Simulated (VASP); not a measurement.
Ir:

```xyz
1
Lattice="0.0000 1.9156 1.9156 1.9156 0.0000 1.9156 1.9156 1.9156 0.0000" Properties=species:S:1:pos:R:3 pbc="T T T"
Ir    0.0000    0.0000    0.0000
```

Program: VASP 6.6.1. Alike in all runs: task single point; level PBE; potentials or basis VASP PAW PBE potentials, release 64 (Ir); no spin polarisation; cell as given; k mesh 13 × 13 × 13; cutoff (eV) 520.

Q: Order these runs on this cell by their pressure, lowest first.
A. smearing fermi-dirac 0.1 eV
B. smearing fermi-dirac 0.5 eV
C. smearing fermi-dirac 0.3 eV

A: A (12.7 GPa), C (15.1 GPa), B (19.8 GPa).
